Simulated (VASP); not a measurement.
A run of VASP 6.6.1 is set up as follows.

The input INCAR:

```
ALGO = Normal ; EDIFF = 1E-6
ENCUT = 520 ; GGA = PE
ISIF = 2 ; ISMEAR = 0
LASPH = True ; LCHARG = False
LREAL = Auto ; LWAVE = False
NBANDS = 47 ; NELM = 100
PREC = Accurate ; SIGMA = 0.05
```

KPOINTS

```
k-points
0
Gamma
  2 2 2
```

File POSCAR:

```
Mg9O8
1.0
    0.0000000000      4.3915000000      4.3915000000
    4.3915000000      0.0000000000      4.3915000000
    4.3915000000      4.3915000000      0.0000000000
Mg O
9 8
Direct
   -0.0007894797     -0.0025665490      0.0072993282
    0.0056607082      0.0068402596      0.5049078902
   -0.0283551178      0.4986563816      0.0056555847
   -0.0441997040      0.5187562336      0.5428347945
    0.5012098372     -0.0263183423      0.0026569509
    0.5222666515     -0.0449347603      0.5439514972
    0.4672561767      0.4676753957     -0.0781567801
    0.5404910623      0.5535642719      0.4851860412
    0.4150326768      0.4113671866      0.3189730161
    0.2521853581      0.2547790049      0.2497948309
    0.2553249459      0.2542045998      0.7303460093
    0.2240466811      0.7776081066      0.2725961517
    0.2412632358      0.7721310486      0.7351716953
    0.7806046909      0.2175706478      0.2700483889
    0.7690508938      0.2418893317      0.7344556530
    0.7644193328      0.7642587954      0.2447458727
    0.7714892406      0.7690531709      0.7456497780
```

Potentials or basis: VASP PAW PBE potentials, release 64 (Mg, O).

The run is started by

```bash
$ cat potpaw_PBE.64/Mg/POTCAR potpaw_PBE.64/O/POTCAR > POTCAR
$ mpirun -np 1 vasp_std > vasp.out
```

(1) Estimate the band gap on the k mesh.

(2) Estimate the pressure.

(3) Estimate the largest force.

## Answers

(1) zero (bands 33 and 34 overlap by 0.18 eV).

(2) 18.2 GPa.

(3) 0.183 eV/Å.

Caveat: the k points lie up to 0.62 Å⁻¹ apart.
